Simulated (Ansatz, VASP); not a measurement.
# Two plane-wave programs on Pt

```
CELL_PARAMETERS angstrom
-1.59343 1.59343 1.59343
1.59343 -1.59343 1.59343
1.59343 1.59343 -1.59343
ATOMIC_POSITIONS crystal
Pt 0.00000 0.00000 0.00000
```

Alike in both runs: task single point; functional BLYP; k mesh 15 × 15 × 15; occupations fermi-dirac, width 0.1 eV; no spin polarisation.

```csv
,VASP,Ansatz
version,VASP 6.6.1,Ansatz 0.2.0
potentials or method,"VASP PAW PBE potentials, release 64 (Pt_sv_GW), cutoff 500 eV","plane waves (420 eV) with PAW, scalar-relativistic"
valence electrons in the cell,18,18
```

VASP gave:

```
pressure (GPa) : 6.7
```

Question: Estimate Ansatz's values.

Answer: Pressure (GPa): 8.5.

VASP's potentials were made for PBE, not for BLYP.

Spin-orbit coupling is off throughout.
